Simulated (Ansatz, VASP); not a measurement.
**Ga5N6: VASP beside Ansatz**

```
CELL_PARAMETERS angstrom
3.21626 0.00000 0.00000
0.00000 3.21626 0.00000
0.00000 0.00000 26.37119
ATOMIC_POSITIONS crystal
N 0.00000 0.50000 0.28440
N 0.50000 0.00000 0.37064
N 0.00000 0.50000 0.45688
N 0.50000 0.00000 0.54312
N 0.00000 0.50000 0.62936
N 0.50000 0.00000 0.71560
Ga 0.50000 0.50000 0.32752
Ga 0.00000 0.00000 0.41376
Ga 0.50000 0.50000 0.50000
Ga 0.00000 0.00000 0.58624
Ga 0.50000 0.50000 0.67248
```

Alike in both runs: task single point; functional PBE; k mesh 2 × 2 × 1; occupations gaussian, width 0.05 eV; no spin polarisation.

|  | VASP | Ansatz |
| --- | --- | --- |
| version | VASP 6.6.1 | Ansatz 0.2.0 |
| potentials or method | VASP PAW PBE potentials, release 64 (N, Ga_d), cutoff 520 eV | scalar-relativistic, plane waves, PAW |
| valence electrons in the cell | 95 | 95 |

```tsv
	VASP	Ansatz	Ansatz less VASP
gap on the k mesh at the Fermi level (eV)	none	none	-
rms of the force components (eV/Å)	0.468	0.467	-0.0008
work function, face that differs most (eV)	8.06	8.06	-0.001
```

A gap of «none» marks a metal or a gap that the smearing closes. The functional is the same, so the differences come from potentials, cutoffs and numerics.

The k mesh is coarse, so the values compare programs but aren't converged.
